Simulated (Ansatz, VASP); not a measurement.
# MgB: VASP beside Ansatz

```
Mg B
1.0
     4.18596    0.00000    0.00000
    -2.09298    3.62515    0.00000
     0.00000    0.00000    4.65076
Mg B
2 2
Direct
  0.33333 0.66667 0.75000
  0.66667 0.33333 0.25000
  0.33333 0.66667 0.25000
  0.66667 0.33333 0.75000
```

Alike in both runs: functional PBE; k mesh 12 × 12 × 10; occupations gaussian, width 0.1 eV; no spin polarisation.

Ansatz relaxed the structure, and its values are those at the end. VASP's run is a single point on that final structure, the one shown.

|  | VASP | Ansatz |
| --- | --- | --- |
| version | VASP 6.6.1 | Ansatz 0.2.0 |
| potentials or method | VASP PAW PBE potentials, release 64 (Mg, B), cutoff 520 eV | scalar-relativistic, plane waves, PAW |
| valence electrons in the cell | 10 | 26 |

|  | VASP | Ansatz | Ansatz less VASP |
| --- | --- | --- | --- |
| gap on the k mesh at the Fermi level (eV) | none | none | - |
| pressure (GPa) | -0.1 | 0.0 | +0.09 |

A gap of «none» marks a metal or a gap that the smearing closes. VASP's potentials hold 10 valence electrons a cell and Ansatz's 26, so a difference there can come from the potentials and not from the codes.
